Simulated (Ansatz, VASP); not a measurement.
TiB2: VASP beside Ansatz

INCAR

```
PREC     = Accurate       # precision mode
ENCUT    = 520            # plane-wave cutoff, eV
EDIFF    = 1E-8           # SCF threshold, eV
ISMEAR   = -1             # smearing method
SIGMA    = 0.03           # smearing width, eV
LREAL    = F              # projectors in reciprocal space
LASPH    = T              # aspherical terms in the spheres
NELM     = 100            # most SCF steps
ALGO     = Normal         # electronic algorithm
ISIF     = 2              # what is computed and relaxed
LWAVE    = F              # write WAVECAR
LCHARG   = F              # write CHGCAR
GGA      = PS             # functional
LEFG     = T            
NBANDS   = 16             # bands
```

File KPOINTS:

```
Automatic mesh
0
Gamma
  14 14 11
```

Contents of POSCAR:

```
TiB2
1.0
    3.0088673998      0.0000000000      0.0000000000
   -1.5044336999      2.6057556048      0.0000000000
    0.0000000000      0.0000000000      3.2067322330
Ti B
1 2
Direct
    0.0000000000      0.0000000000      0.0000000000
    0.3333333333      0.6666666667      0.5000000000
    0.6666666667      0.3333333333      0.5000000000
```

Input for Ansatz:

```yaml
crystal:
  lattice:
    - [3.0088673998, 0.0, 0.0]
    - [-1.5044336999, 2.6057556048, 0.0]
    - [0.0, 0.0, 3.206732233]
  atoms:
    - { symbol: Ti, position: [0.0, 0.0, 0.0] }
    - { symbol: B, position: [0.3333333333, 0.6666666667, 0.5] }
    - { symbol: B, position: [0.6666666667, 0.3333333333, 0.5] }
kpoints:
  mp_grid: { grid: [14, 14, 11] }
scf:
  occupations: { method: fermi_dirac, width: 0.03 }
hamiltonian:
  xc: pbesol
  pseudopotentials: { kind: paw }
output:
  forces: true
  stress: true
  eigenvalues: true
  efg: { contact_densities: true }
```

Change from the starting cell: volume scaled by 0.98, PAW files.

Alike in both runs: task electric field gradients; functional PBEsol; k mesh 14 × 14 × 11; occupations fermi-dirac, width 0.03 eV; no spin polarisation.

|  | VASP | Ansatz |
| --- | --- | --- |
| version | VASP 6.6.1 | Ansatz 0.2.0 |
| potentials or method | VASP PAW PBE potentials, release 64 (Ti_sv, B) | PAW with Ansatz's default frozen-core files, scalar-relativistic |
| plane-wave cutoff (eV) | 520 | 420 |
| valence electrons in the cell | 18 | 18 |

|  | VASP | Ansatz | Ansatz less VASP |
| --- | --- | --- | --- |
| pressure (GPa) | 0.4 | 0.0 | -0.36 |
| traceless stress, the component that is largest in VASP (GPa) | -2.80 | -2.72 | +0.077 |
| size of Vzz on the site where it differs most (V/Å²) | 18.8 | 20.9 | +2.09 |

VASP's potentials were made for PBE, not for PBEsol. The functional is the same, so the differences come from potentials, cutoffs and numerics.
